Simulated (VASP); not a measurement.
Here is a VASP 6.6.1 calculation.

Contents of INCAR:

```
  PREC = Accurate
  ENCUT = 520
  EDIFF = 1E-6
  ISMEAR = -1
  SIGMA = 0.05
  LREAL = F
  LASPH = T
  NELM = 60
  ALGO = Normal
  ISIF = 2
  LWAVE = F
  LCHARG = F
  GGA = PS
  NBANDS = 32
```

Contents of KPOINTS:

```
regular mesh
0
Gamma
  7 7 7
```

POSCAR

```
Bi2Te3
1.0
    2.1906778623      1.2647884535     10.1003130746
   -2.1906778623      1.2647884535     10.1003130746
    0.0000000000     -2.5295769070     10.1003130746
Bi Te
2 3
Direct
    0.6001292315      0.6001292315      0.6001292315
    0.3998707685      0.3998707685      0.3998707685
    0.7900964948      0.7900964948      0.7900964948
    0.2099035052      0.2099035052      0.2099035052
    0.0000000000      0.0000000000      0.0000000000
```

Potentials or basis: VASP PAW PBE potentials, release 64 (Bi_d, Te).

The run is started by

```sh
$ cat potpaw_PBE.64/Bi_d/POTCAR potpaw_PBE.64/Te/POTCAR > POTCAR
$ mpirun -np 1 vasp_std > vasp.out
```

Q: Predict the band gap on the k mesh.

A: 0.21 eV.

Q: Predict the largest force.

A: 0.020 eV/Å.

Forces in eV/Å, atoms in the order of the input:
```
Bi   0.000  0.000  0.011
Bi   0.000  0.000 -0.011
Te   0.000  0.000  0.020
Te   0.000  0.000 -0.020
Te   0.000  0.000  0.000
```

Caveat: the PAW data sets were made with another functional, which shifts forces and pressure a little; spin-orbit coupling is left out, which moves the levels of the heavy elements.

**What was measured.**

“Vacancy and Antisite-Induced Ferromagnetism in Liquid-Phase Exfoliated Bi2Te3”, 2024, arxiv:2412.10539 quotes, for a bulk crystal of Bi2Te3: band gap 0.17 eV.

Against the measured gap of Bi2Te3, 0.17 eV (quoted in “Vacancy and Antisite-Induced Ferromagnetism in Liquid-Phase Exfoliated Bi2Te3”, 2024, arxiv:2412.10539), the calculated 0.21 eV is off by +0.04 eV. Spin-orbit coupling on Bi, Te is left out. The value is that of PBEsol on a finite k mesh, which can miss the band edges, without temperature or zero-point motion.
